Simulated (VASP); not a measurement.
**C: single point with LDA**

The system is C.

```
C
1.0
     2.48962    0.00000    0.00000
    -1.24481    2.15608    0.00000
     0.00000    0.00000    8.21427
C
8
Direct
  0.00000 0.00000 0.09732
  0.00000 0.00000 0.59732
  0.00000 0.00000 0.40268
  0.00000 0.00000 0.90268
  0.33333 0.66667 0.15214
  0.66667 0.33333 0.65214
  0.33333 0.66667 0.34786
  0.66667 0.33333 0.84786
```

This cell differs from its parent crystal: atoms displaced along a vibrational mode.

```json
{
 "Program": "VASP 6.6.1",
 "Task": "single point",
 "Functional": "LDA",
 "Potentials or basis": "VASP PAW LDA potentials, release 64 (C)",
 "Cutoff": "520 eV",
 "k mesh": "12 × 12 × 4",
 "Occupations": "gaussian, width 0.05 eV",
 "Spin": "no spin polarisation"
}
```

The pressure is 3.7 GPa, the largest force is 2.393 eV/Å and the band gap on the k mesh is 3.60 eV.

Forces on the atoms (eV/Å):
```
C    0.000  0.000 -2.393
C    0.000  0.000 -2.393
C    0.000  0.000  2.393
C    0.000  0.000  2.393
C    0.000  0.000  1.898
C    0.000  0.000  1.898
C    0.000  0.000 -1.898
C    0.000  0.000 -1.898
```

Stress tensor (GPa, compression positive):
```
4.38 0.00 0.00
0.00 4.38 0.00
0.00 0.00 2.23
```

Levels at points of the mesh, in eV from the valence-band top:
```csv
k point,band 14,band 15,band 16,band 17,band 18,band 19
"(0.00, 0.00, 0.00)",-1.46,-1.46,0.00,3.60,4.82,4.82
"(0.50, 0.00, 0.00)",-5.15,-4.49,-4.15,3.61,4.35,4.87
"(0.00, 0.00, 0.50)",-1.99,-1.99,-1.99,5.41,5.41,5.42
"(0.50, 0.00, 0.50)",-5.21,-5.11,-5.11,3.90,3.90,6.05
```

It took 36 s on 1 thread of Intel(R) Xeon(R) Platinum 8488C (Sapphire Rapids), on a shared host, peak memory 0.16 GiB.

Caveat: the cell differs from its parent crystal (atoms displaced along a vibrational mode); the cell stands under pressure; forces of over 1 eV/Å act on the atoms, so gaps and moduli don't describe the material at rest. A k mesh can miss the band edges.
